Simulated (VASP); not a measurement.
# NaH (Pm-3m) in VASP: G0W0 quasiparticle levels with PBE

Aim: the G0W0 quasiparticle levels of NaH with PBE.

All numbers are computed with VASP 6.6.1; they aren't measurements. Logs are shortened: lines on timing, memory, paths and dates and some standing lists are left out, and cuts for length are marked.

**1. The cell of the first run**

It takes space group Pm-3m (No. 221, cubic). Conventional cell: a = 2.932 Å, b = 2.932 Å, c = 2.932 Å, α = 90.00°, β = 90.00°, γ = 90.00°. Na (site symmetry m-3m) has 8 H at 2.54 Å and 6 Na at 2.93 Å within 3.4 Å. H (site symmetry m-3m) has 8 Na at 2.54 Å and 6 H at 2.93 Å within 3.4 Å.

**2. G0W0 quasiparticle levels, PBE**

The input, POSCAR:

```
NaH
1.0
    2.9323912055      0.0000000000      0.0000000000
    0.0000000000      2.9323912055      0.0000000000
    0.0000000000      0.0000000000      2.9323912055
Na H
1 1
Direct
    0.0000000000      0.0000000000      0.0000000000
    0.5000000000      0.5000000000      0.5000000000
```

The input, INCAR.step1:

```
PREC = Accurate
ENCUT = 500
EDIFF = 1E-8
ISMEAR = 0
SIGMA = 0.01
LREAL = F
LASPH = T
NELM = 100
ALGO = Normal
LWAVE = T
LCHARG = F
GGA = PE
```

The input, INCAR.step2:

```
PREC = Accurate
ENCUT = 500
EDIFF = 1E-8
ISMEAR = 0
SIGMA = 0.01
LREAL = F
LASPH = T
NELM = 1
ALGO = Exact
LWAVE = T
LCHARG = F
GGA = PE
NBANDS = 45
LOPTICS = T
ISTART = 1
```

The input, INCAR.step3:

```
PREC = Accurate
ENCUT = 500
EDIFF = 1E-8
ISMEAR = 0
SIGMA = 0.01
LREAL = F
LASPH = T
ALGO = EVGW0
LWAVE = F
LCHARG = F
GGA = PE
NELMGW = 1
NBANDS = 45
ENCUTGW = 80.0
NOMEGA = 96
PRECFOCK = Fast
ISTART = 1
NBANDSGW = 13
OMEGAMAX = 20
```

The input, KPOINTS:

```
regular mesh
0
Gamma
  8 8 8
```

Potentials or basis: VASP PAW PBE potentials, release 64 (Na_sv_GW, H_GW).

The run is started by

```
$ cat potpaw_PBE.64/Na_sv_GW/POTCAR potpaw_PBE.64/H_GW/POTCAR > POTCAR
$ cp INCAR.step1 INCAR
$ mpirun -np 1 vasp_std > vasp.out
$ cp INCAR.step2 INCAR
$ mpirun -np 1 vasp_std > vasp.out
$ cp INCAR.step3 INCAR
$ mpirun -np 1 vasp_std > vasp.out
```

OUTCAR:

```text
PREC = Accurate
   ENCUT = 500
   EDIFF = 1E-8
   ISMEAR = 0
   LREAL = F
   LASPH = T
   GGA = PE
   NELMGW = 1
   ENCUTGW = 80.0
   PRECFOCK = Fast
   ISTART = 1

 ion  position               nearest neighbor table
   1  0.000  0.000  0.000-
   2  0.500  0.500  0.500-

  LATTYP: Found a simple cubic cell.
 ALAT       =     2.9323912055

  Lattice vectors:

 A1 = (   2.9323912055,   0.0000000000,   0.0000000000)
 A2 = (   0.0000000000,   2.9323912055,   0.0000000000)
 A3 = (   0.0000000000,   0.0000000000,   2.9323912055)

Analysis of symmetry for initial positions (statically):
=====================================================================
 Subroutine PRICEL returns:
 Original cell was already a primitive cell.

 Routine SETGRP: Setting up the symmetry group for a
 simple cubic supercell.

 Subroutine GETGRP returns: Found 48 space group operations
 (whereof 48 operations were pure point group operations)
 out of a pool of 48 trial point group operations.

The static configuration has the point symmetry O_h .

Analysis of symmetry for dynamics (positions and initial velocities):
=====================================================================
 Subroutine PRICEL returns:
 Original cell was already a primitive cell.

 Routine SETGRP: Setting up the symmetry group for a
 simple cubic supercell.

 Subroutine GETGRP returns: Found 48 space group operations
 (whereof 48 operations were pure point group operations)
 out of a pool of 48 trial point group operations.

The dynamic configuration has the point symmetry O_h .

 Subroutine INISYM returns: Found 48 space group operations
 (whereof 48 operations are pure point group operations),
 and found     1 'primitive' translations

----------------------------------------------------------------------------------------

                                     Primitive cell

  volume of cell :      25.2154
[... 90 lines left out ...]
   LREAL  =      F    real-space projection
   EDIFFG = 0.1E-06   stopping-criterion for IOM
   NSW    =      0    number of steps for IOM
   IBRION =     -1    ionic relax: 0-MD 1-quasi-New 2-CG
   NFREE  =      0    steps in history (QN), initial steepest desc. (CG)
   ISIF   =      0    stress and relaxation
   ISYM   =      3    0-nonsym 1-usesym 2-fastsym
   POTIM  = 0.5000    time-step for ionic-motion
   TEBEG  =    0.0;   TEEND  =   0.0 temperature during run
   PSTRESS=    0.0 pullay stress
   NELECT =      10.0000    total number of electrons
   NUPDOWN=      -1.0000    fix difference up-down
   EMIN   =  10.00;   EMAX   =-10.00  energy-range for DOS
   EFERMI =   0.00;   METHOD = LEGACY
   ISMEAR =     0;   SIGMA  =   0.01  broadening in eV -4-tet -1-fermi 0-gaus
   EFERMI_NEDOS =   21; number of points for ismear=-14 and -15
   IALGO  =     38    algorithm
   IMIX   =      4    mixing-type and parameters
     AMIX     =   0.40;   BMIX     =  1.00
     AMIX_MAG =   1.60;   BMIX_MAG =  1.00
  volume/ion in A,a.u.               =      12.61        85.08
  Fermi-wavevector in a.u.,A,eV,Ry     =   1.202780  2.272925 19.683278  1.446680
  Thomas-Fermi vector in A             =   2.338552
   LORBIT       =      0    0 simple, 1 ext, 2 COOP (PROOUT), +10 PAW based schemes
   GGA     = PE    functional components
   LHFCALC =     T    Hartree Fock is set to
   PRECFOCK=fast      Normal, Fast or Accurate (Low or Medium for compatibility)
   ENCUT4O =  -1.0   cutoff for four orbital integrals eV
   NKREDX  =     1    reduce k-point grid by
   NKREDY  =     1    reduce k-point grid by
   NKREDZ  =     1    reduce k-point grid by
   AEXX    =    1.0000 exact exchange contribution
   HFSCREEN=    0.0000 screening length (either q_TF or 0.3 A-1)
   HFSCREENC=   0.0000 screening length for correlation (either q_TF or 0.3 A-1)
   ENCUTFOCK=  -1.0 apply spherical cutoff to Coloumb kernel
   IVDW    =     0    specifies the selected vdW correction
   LEPSILON=     F    determine dielectric tensor
   LRPA    =     F    only Hartree local field effects (RPA)
   LRPAFORCE           =     F    calculate RPA forces
   ENCUTGW             =  80.0    cutoff for response function in eV
   ENCUTGWSOFT         =  64.0    soft cutoff for Coulomb kernel in GW response function in eV
   ENCUTLF             =  -1.0    cutoff for local field effects
   NELMGW              =     1    number of iterations in solving QP/BSE equation
   NELMHF              =     1    number of iterations in the inner HF iteration
   NKREDLFX            =     1    NKREDLFY  =   1   NKREDLFZ  =   1
 non-spin polarized calculation
 Gauss-broadening in eV      SIGMA  =   0.01
  energy-cutoff  :      500.00
  volume of cell :       25.22
 maximum number of plane-waves:       657
 NGX is ok and might be reduce to    24
  NGX = 12; NGY = 12; NGZ = 12
   NGX = 11   NGY = 11   NGZ = 11
 maximum number of plane-waves:        48
 NGX is ok and might be reduce to    10

 QP shifts <psi_nk| G(iteration)W_0 |psi_nk>: iteration 1
 for sc-GW calculations column KS-energies equals QP-energies in previous step
 and V_xc(KS)=  KS-energies - (<T + V_ion + V_H > + <T+V_H+V_ion>^1  + <V_x>^1)

 k-point   1 :       0.0000    0.0000    0.0000
  band No.  KS-energies  QP-energies   sigma(KS)   V_xc(KS)     V^pw_x(r,r')   Z            occupation Imag(sigma)

      1     -51.3597     -61.1985     -42.5521     -29.2431     -49.1004       0.7393       2.0000       0.3145
      2     -23.2139     -28.9354     -36.0252     -28.4395     -41.4769       0.7543       2.0000       0.0811
      3     -23.2139     -28.9354     -36.0252     -28.4395     -41.4769       0.7543       2.0000       0.0811
      4     -23.2139     -28.9354     -36.0252     -28.4395     -41.4769       0.7543       2.0000       0.0811
      5      -4.6717      -5.9628     -10.9989      -9.0796     -14.1894       0.6727       2.0000       0.3012
      6      10.2209      11.3647      -9.7233     -11.3322      -5.2079       0.7109       0.0000      -0.2999
      7      12.4067      12.7909      -6.1138      -6.6268      -1.4167       0.7490       0.0000      -0.4944
      8      12.4067      12.7909      -6.1138      -6.6268      -1.4167       0.7490       0.0000      -0.4944
      9      14.0089      14.8276      -7.4978      -8.5679      -2.8850       0.7652       0.0000      -0.6655
     10      14.0089      14.8276      -7.4978      -8.5679      -2.8850       0.7652       0.0000      -0.6655
     11      14.0089      14.8276      -7.4978      -8.5679      -2.8850       0.7652       0.0000      -0.6655
     12      27.2629      28.4530      -6.6608      -8.1458      -1.8236       0.8014       0.0000      -1.1624
     13      27.2629      28.4530      -6.6608      -8.1458      -1.8236       0.8014       0.0000      -1.1624
[... 378 lines left out ...]
      1     -51.3305     -61.2742     -42.6014     -29.2902     -49.1484       0.7470       2.0000       0.3124
      2     -23.3718     -29.0211     -35.6649     -28.1136     -41.1154       0.7481       2.0000       0.0847
      3     -23.3423     -29.0166     -35.7321     -28.1774     -41.1843       0.7511       2.0000       0.0836
      4     -23.2084     -28.9268     -36.0326     -28.4550     -41.4879       0.7546       2.0000       0.0806
      5      -0.5894      -1.8928     -12.1215     -10.3708     -13.9361       0.7445       2.0000       0.0598
      6       4.9547       5.7205      -7.1797      -8.1430      -3.8052       0.7950       0.0000      -0.0691
      7       6.6959       7.4637      -7.4360      -8.4213      -3.8814       0.7793       0.0000      -0.0929
      8       9.8696      10.5872      -7.1742      -8.1338      -2.7650       0.7478       0.0000      -0.2502
      9      13.5689      14.3160      -7.2907      -8.2760      -2.6378       0.7583       0.0000      -0.6064
     10      17.1534      17.9129      -6.7647      -7.7136      -1.9627       0.8005       0.0000      -0.9693
     11      18.2848      19.0589      -6.7538      -7.7221      -1.8732       0.7994       0.0000      -1.0827
     12      22.6089      24.1766      -6.7403      -8.4641      -2.0491       0.9094       0.0000      -1.8688
     13      23.6462      25.4085      -7.7418      -9.8340      -3.0802       0.8423       0.0000      -1.1833

 [... further k-points ...]
```

OUTCAR.step1:

```text
PREC = Accurate
   ENCUT = 500
   EDIFF = 1E-8
   ISMEAR = 0
   LREAL = F
   LASPH = T
[... 508 lines left out ...]
 -----------------------------------------------------------------------------------
      0.00000      0.00000      0.00000         0.000000      0.000000      0.000000
      1.46620      1.46620      1.46620         0.000000      0.000000      0.000000
 -----------------------------------------------------------------------------------
    total drift:                                0.000000      0.000000      0.000000

  FREE ENERGIE OF THE ION-ELECTRON SYSTEM (eV)
  ---------------------------------------------------
  free  energy   TOTEN  =        -6.8494696161 eV

  energy  without entropy=       -6.8494696161  energy(sigma->0) =       -6.84946962
```

Wall time 7.1 min (1 thread of Intel Xeon Platinum 8488C (Sapphire Rapids), shared host); peak memory 0.64 GiB.

What came out:

| Property | Result |
| --- | --- |
| Quasiparticle gap | 2.89 eV |
| Least direct quasiparticle gap | 6.64 eV |
| Band gap of the starting levels on the mesh | 1.04 eV |
| Least direct gap of the starting levels on the mesh | 4.51 eV |

Caveat: bands, screening cutoff and mesh are small and nothing is extrapolated, so the quasiparticle values aren't converged; the structure was generated, so it needn't be the stable form of NaH.
